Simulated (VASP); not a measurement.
# Sr (Immm) in VASP: notebook, part 2 of 2

VASP 6.6.1.

## Step 3: Single point, PBEsol (uniaxial strain along a: -1.0 %)

Contents of INCAR:

```
  ALGO = Fast
  EDIFF = 1E-7
  ENCUT = 520
  GGA = PS
  ISIF = 2
  ISMEAR = 0
  LASPH = T
  LCHARG = T
  LELF = T
  LREAL = F
  LVHAR = T
  LWAVE = F
  NBANDS = 17
  NELM = 80
  PREC = Accurate
  SIGMA = 0.1
```

Contents of KPOINTS:

```
k-points
0
Gamma
  12 12 10
```

Contents of POSCAR:

```
Sr
1.0
    2.9283402038      2.9283402038      0.0000000000
   -2.9653141963      2.9653141963      0.0000000000
    0.0000000000      0.0000000000      5.9306283926
Sr
2
Direct
    0.0000000000      0.0000000000      0.0000000000
    0.5000000000      0.5000000000      0.5000000000
```

Potentials or basis: VASP PAW PBE potentials, release 64 (Sr_sv).

Started as:

```
cat potpaw_PBE.64/Sr_sv/POTCAR > POTCAR
mpirun -np 1 vasp_std > vasp.out
```

OUTCAR:

```text
EDIFF = 1E-7
   ENCUT = 520
   GGA = PS
   ISIF = 2
   ISMEAR = 0
   LASPH = T
   LREAL = F
   NELM = 80
   PREC = Accurate

 ion  position               nearest neighbor table
   1  0.000  0.000  0.000-   2 4.18   2 4.18   2 4.18   2 4.18   2 4.18   2 4.18   2 4.18   2 4.18

   2  0.500  0.500  0.500-   1 4.18   1 4.18   1 4.18   1 4.18   1 4.18   1 4.18   1 4.18   1 4.18

  LATTYP: Found a simple orthorhombic cell.
 ALAT       =     4.1412984315
 B/A-ratio  =     1.0126262626
 C/A-ratio  =     1.4320697942

  Lattice vectors:

 A1 = (   2.9283402038,   2.9283402038,   0.0000000000)
 A2 = (  -2.9653141963,   2.9653141963,   0.0000000000)
 A3 = (   0.0000000000,   0.0000000000,   5.9306283926)

Analysis of symmetry for initial positions (statically):
=====================================================================
 Subroutine PRICEL returns following result:

  LATTYP: Found a body centered orthorhombic cell.
 ALAT       =     4.1412984315
 B/A-ratio  =     1.0126262626
 C/A-ratio  =     1.4320697942

  Lattice vectors:

 A1 = (   0.0184869963,  -2.9468272000,  -2.9653141963)
 A2 = (  -0.0184869963,   2.9468272000,  -2.9653141963)
 A3 = (   2.9468272000,  -0.0184869963,   2.9653141963)

   2 primitive cells build up your supercell.

 Routine SETGRP: Setting up the symmetry group for a
 simple orthorhombic supercell.

 Subroutine GETGRP returns: Found  8 space group operations
 (whereof  8 operations were pure point group operations)
 out of a pool of  8 trial point group operations.

The static configuration has the point symmetry D_2h.

Analysis of symmetry for dynamics (positions and initial velocities):
=====================================================================
 Subroutine PRICEL returns following result:
[... 133 lines left out ...]
   EFERMI =   0.00;   METHOD = LEGACY
   ISMEAR =     0;   SIGMA  =   0.10  broadening in eV -4-tet -1-fermi 0-gaus
   EFERMI_NEDOS =   21; number of points for ismear=-14 and -15
   IALGO  =     68    algorithm
   IMIX   =      4    mixing-type and parameters
     AMIX     =   0.40;   BMIX     =  1.00
     AMIX_MAG =   1.60;   BMIX_MAG =  1.00
  volume/ion in A,a.u.               =      51.50       347.53
  Fermi-wavevector in a.u.,A,eV,Ry     =   0.948005  1.791469 12.227733  0.898713
  Thomas-Fermi vector in A             =   2.076152
   LORBIT       =      0    0 simple, 1 ext, 2 COOP (PROOUT), +10 PAW based schemes
   GGA     = PS    functional components
   LHFCALC =     F    Hartree Fock is set to
   AEXX    =    0.0000 exact exchange contribution
   IVDW    =     0    specifies the selected vdW correction
   LEPSILON=     F    determine dielectric tensor
   LRPA    =     F    only Hartree local field effects (RPA)
 non-spin polarized calculation
 RMM-DIIS sequential band-by-band and
 Gauss-broadening in eV      SIGMA  =   0.10
  energy-cutoff  :      520.00
  volume of cell :      103.00
 maximum number of plane-waves:      2800
 NGX is ok and might be reduce to    32
   NGX = 15   NGY = 15   NGZ = 23

 number of electron      20.0000001 magnetization

 Free energy of the ion-electron system (eV)
  ---------------------------------------------------
  ext. energy  EPLUGINS =         0.00000000
  ---------------------------------------------------
  free energy    TOTEN  =        -3.68504906 eV

  energy without entropy =       -3.67418761  energy(sigma->0) =       -3.67961834

 E-fermi :   1.7413     XC(G=0):  -7.6378

 val. band max:        1.7386733785   @ k =   0.3333   0.5000   0.5000
 cond. band min:       1.7415736815   @ k =   0.2500   0.4167   0.3000
 fundamental gap:      0.0029003029
 Fermi energy:         1.7412804714

 k-point     1 :       0.0000    0.0000    0.0000
  band No.  band energies     occupation
      1     -34.6888      2.00000
      2     -34.6636      2.00000
      3     -16.8128      2.00000
      4     -16.6677      2.00000
      5     -16.6631      2.00000
      6     -16.5777      2.00000
[... 457 lines left out ...]
      4     -16.7237      2.00000
      5     -16.6720      2.00000
      6     -16.6644      2.00000
[... 9 lines left out ...]
     16       4.6711      0.00000
     17       4.7201      0.00000

 [... further k-points ...]

------------------------ aborting loop because EDIFF is reached ----------------------------------------

  FORCE on cell =-STRESS in cart. coord.  units (eV):
  Direction    XX          YY          ZZ          XY          YZ          ZX
  --------------------------------------------------------------------------------------
  -------------------------------------------------------------------------------------
  Total        0.0806736      0.0806736      0.0398676      0.1032193      0.0000000      0.0000000
  in kB        1.2549282      1.2549282      0.6201659      1.6056411      0.0000000      0.0000000
  external PRESSURE =       1.0433408 kB  Pullay stress =       0.0000000 kB

 VOLUME and BASIS-vectors are now :
 -----------------------------------------------------------------------------
  energy-cutoff  :      520.00
  volume of cell :      103.00
      direct lattice vectors                 reciprocal lattice vectors
     2.928340204  2.928340204  0.000000000     0.170745188  0.170745188  0.000000000
    -2.965314196  2.965314196  0.000000000    -0.168616196  0.168616196  0.000000000
     0.000000000  0.000000000  5.930628393     0.000000000  0.000000000  0.168616196

 POSITION                                       TOTAL-FORCE (eV/Angst)
 -----------------------------------------------------------------------------------
      0.00000      0.00000      0.00000        -0.000000      0.000000     -0.000000
     -0.01849      2.94683      2.96531         0.000000     -0.000000      0.000000
 -----------------------------------------------------------------------------------
    total drift:                               -0.000000      0.000000     -0.000000

  FREE ENERGIE OF THE ION-ELECTRON SYSTEM (eV)
  ---------------------------------------------------
  free  energy   TOTEN  =        -3.6850490631 eV

  energy  without entropy=       -3.6741876141  energy(sigma->0) =       -3.67961834
```

OSZICAR:

```text
N       E                     dE             d eps       ncg     rms          rms(c)
DAV:   1     0.101338091045E+03    0.10134E+03   -0.92827E+03  9996   0.102E+03
DAV:   2     0.308353104734E+01   -0.98255E+02   -0.96713E+02 13016   0.221E+02
DAV:   3    -0.354130363674E+01   -0.66248E+01   -0.66041E+01 18117   0.414E+01
DAV:   4    -0.369320512664E+01   -0.15190E+00   -0.15176E+00 13163   0.522E+00
DAV:   5    -0.369627745785E+01   -0.30723E-02   -0.30719E-02 15943   0.616E-01    0.172E+01
RMM:   6    -0.368923122049E+01    0.70462E-02   -0.10594E-02 10764   0.112E+00    0.976E+00
RMM:   7    -0.368440791843E+01    0.48233E-02   -0.22246E-02 11621   0.163E+00    0.352E-01
RMM:   8    -0.368484543342E+01   -0.43751E-03   -0.79644E-03 13457   0.449E-01    0.119E-01
RMM:   9    -0.368498857977E+01   -0.14315E-03   -0.13126E-03 16138   0.140E-01    0.122E-01
RMM:  10    -0.368503468664E+01   -0.46107E-04   -0.45814E-04 15412   0.882E-02    0.219E-01
RMM:  11    -0.368504554791E+01   -0.10861E-04   -0.78732E-05 16108   0.384E-02    0.169E-02
RMM:  12    -0.368504767610E+01   -0.21282E-05   -0.39075E-05 16967   0.166E-02    0.150E-02
RMM:  13    -0.368504825949E+01   -0.58340E-06   -0.53867E-06 15764   0.101E-02    0.248E-03
RMM:  14    -0.368504848363E+01   -0.22413E-06   -0.30923E-06 14442   0.550E-03    0.211E-03
RMM:  15    -0.368504879566E+01   -0.31203E-06   -0.70120E-07 13087   0.325E-03    0.208E-03
RMM:  16    -0.368504897012E+01   -0.17446E-06   -0.49417E-07 12060   0.250E-03    0.442E-04
RMM:  17    -0.368504906313E+01   -0.93013E-07   -0.14983E-07 10467   0.162E-03
   1 F= -.36850491E+01 E0= -.36796183E+01  d E =-.108614E-01
```

It took 15 min on 1 thread of Intel Xeon 8259CL, shared host; peak memory 0.54 GiB.

Results:

| Property | Result |
| --- | --- |
| Free energy | -3.6850 eV |
| Pressure | 0.1 GPa |
| Band gap on the k mesh | zero (bands 10 and 11 overlap by 0.02 eV) |

Levels at points of the mesh, in eV from the Fermi level:
```tsv
k point	band 7	band 8	band 9	band 10	band 11	band 12	band 13	band 14
(0.00, 0.00, 0.00)	-18.32	-18.32	-3.78	-0.75	0.27	1.15	2.34	2.36
(0.50, 0.00, 0.00)	-18.35	-18.35	-1.33	-1.33	0.82	0.82	1.25	1.25
(0.00, 0.50, 0.00)	-18.35	-18.35	-1.39	-1.39	0.83	0.83	1.19	1.19
(0.50, 0.50, 0.00)	-18.41	-18.41	-0.73	-0.73	0.25	0.25	1.21	1.21
(0.00, 0.00, 0.50)	-18.36	-18.36	-2.47	-2.47	1.07	1.07	2.12	2.12
(0.50, 0.00, 0.50)	-18.35	-18.35	-1.17	-1.17	0.17	0.17	2.18	2.18
(0.00, 0.50, 0.50)	-18.35	-18.35	-1.21	-1.21	0.12	0.12	2.16	2.16
(0.50, 0.50, 0.50)	-18.41	-18.41	0.00	0.00	0.63	0.63	0.67	0.67
```

Caveat: the cell differs from its parent crystal (uniaxial strain along a: -1.0 %); the PAW data sets were made with another functional, which shifts forces and pressure a little.
